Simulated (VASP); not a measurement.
Here is a VASP 6.6.1 calculation.

Contents of INCAR:

```
SYSTEM = CdSb2Te4
PREC = Accurate
ENCUT = 520
EDIFF = 1E-7
ISMEAR = 0
SIGMA = 0.1111
LREAL = .FALSE.
LASPH = .TRUE.
NELM = 80
ALGO = Normal
ISIF = 2
LWAVE = .FALSE.
LCHARG = .FALSE.
GGA = PE
NBANDS = 32
```

KPOINTS

```
regular mesh
0
G
  5 5 5
  0 0 0
```

Contents of POSCAR:

```
CdSb2Te4
1.0
    0.0000000000      6.2642340000      0.0000000000
    6.2642340000      0.0000000000      0.0000000000
    3.1321170000      3.1321170000     -6.2596910000
Cd Sb Te
1 2 4
Direct
    0.0000000000      0.0000000000      0.0000000000
    0.5000000000      0.5000000000      0.0000000000
    0.7500000000      0.2500000000      0.5000000000
    0.3700000000      0.3900000000      0.7400000000
    0.6100000000      0.1100000000      0.2600000000
    0.8900000000      0.8700000000      0.7400000000
    0.1300000000      0.6300000000      0.2600000000
```

Potentials or basis: VASP PAW PBE potentials, release 64 (Cd, Sb, Te).

Launch:

```console
$ cat potpaw_PBE.64/Cd/POTCAR potpaw_PBE.64/Sb/POTCAR potpaw_PBE.64/Te/POTCAR > POTCAR
$ mpirun -np 1 vasp_std > vasp.out
```

(1) What does it give for the band gap on the k mesh?

(2) Estimate the pressure.

(3) Estimate the largest force.

## Answers

(1) 0.18 eV (least direct gap 0.45 eV).

(2) 10.6 GPa.

(3) 1.860 eV/Å.

Caveat: the cell stands under pressure; semilocal functionals underestimate gaps, and a narrow one can read as zero; spin-orbit coupling is left out, which moves the levels of the heavy elements; forces of over 1 eV/Å act on the atoms, so gaps and moduli don't describe the material at rest.
